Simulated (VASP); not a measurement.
Ce:

```
Ce
1.0
     0.00000    2.37746    2.37746
     2.37746    0.00000    2.37746
     2.37746    2.37746    0.00000
Ce
1
Direct
  0.00000 0.00000 0.00000
```

Base run:

| Quantity | Value |
| --- | --- |
| Program | VASP 6.6.1 |
| Functional | PBE |
| Potentials or basis | VASP PAW PBE potentials, release 64 (Ce) |
| Cutoff | 500 eV |
| k mesh | 11 × 11 × 11 |
| Occupations | methfessel-paxton, width 0.3 eV |
| Spin | no spin polarisation |

Its results: band gap on the k mesh zero (band 6 reaches 9.41 eV, above the bottom of band 7 at 9.09 eV); pressure -1.2 GPa.

Q: The run is repeated on the same cell with these changes: occupations from methfessel-paxton, width 0.3 eV to gaussian, width 0.6 eV. What comes out?

A: Band gap on the k mesh zero (band 6 reaches 9.64 eV, above the bottom of band 7 at 9.20 eV); pressure 2.3 GPa.

Caveats: spin-orbit coupling is left out, which moves the levels of the heavy elements.
